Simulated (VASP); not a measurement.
La6N:

```
La N
1.0
     3.65000    0.00000    0.00000
    -1.82500    3.16099    0.00000
     0.00000    0.00000   16.20000
La N
6 1
Cartesian
  1.8250 1.0537 6.7505
  0.0000 2.1073 9.4495
  0.0000 2.1073 1.3495
  1.8250 1.0537 14.8505
  0.0000 0.0000 12.1500
  0.0000 0.0000 4.0500
  0.0000 0.0000 0.0000
```

* Program: VASP 6.6.1
* Task: relaxation of cell and atoms
* Functional: PBE
* Potentials or basis: VASP PAW PBE potentials, release 64 (La, N)
* Cutoff: 600 eV
* k mesh: 5 × 5 × 1
* Occupations: gaussian, width 0.2 eV
* Spin: no spin polarisation

At the start: pressure 7.5 GPa; volume 26.70 Å³/atom.

Task: Where does the relaxation end?

Result: Over 12 steps the energy falls by 176.3 meV/atom and the volume is 32.51 Å³/atom (+21.8 %); space group P-3m1 (No. 164, to 0.1 Å) before and after.

Step by step:
```csv
step,energy change (eV),largest force (eV/Å),pressure (GPa),volume (Å³)
1,0.0000,0.5290,7.48,186.91
2,-0.9121,1.0927,-0.59,222.47
3,-0.9121,1.0963,-0.62,222.64
4,-1.0798,0.7813,-0.30,222.92
5,-1.1897,0.2832,0.38,223.09
6,-1.1929,0.2228,0.55,223.09
7,-1.2173,0.1743,-0.06,227.97
8,-1.2187,0.1608,-0.23,229.41
9,-1.2236,0.1302,0.03,228.13
10,-1.2244,0.1826,0.19,227.34
11,-1.2278,0.1562,0.15,227.41
12,-1.2344,0.0790,0.04,227.59
```

Final structure:
```yaml
crystal:
  lattice:
    - [3.74540, 0.00000, 0.00000]
    - [-1.87270, 3.24361, 0.00000]
    - [0.00000, 0.00000, 18.73356]
  atoms:
    - { symbol: La, position: [0.66667, 0.33333, 0.41712] }
    - { symbol: La, position: [0.33333, 0.66667, 0.58288] }
    - { symbol: La, position: [0.33333, 0.66667, 0.07399] }
    - { symbol: La, position: [0.66667, 0.33333, 0.92601] }
    - { symbol: La, position: [0.00000, 0.00000, 0.73977] }
    - { symbol: La, position: [0.00000, 0.00000, 0.26023] }
    - { symbol: N, position: [0.00000, 0.00000, 0.00000] }
```

Caveat: the k points lie up to 0.39 Å⁻¹ apart in the final cell, too coarse for converged energies and pressures of a metal; the volume moved by over 15 % at a fixed basis, so the end points are rough; the relaxation stopped at a loose force limit of 0.08 eV/Å, so its end isn't a converged minimum.
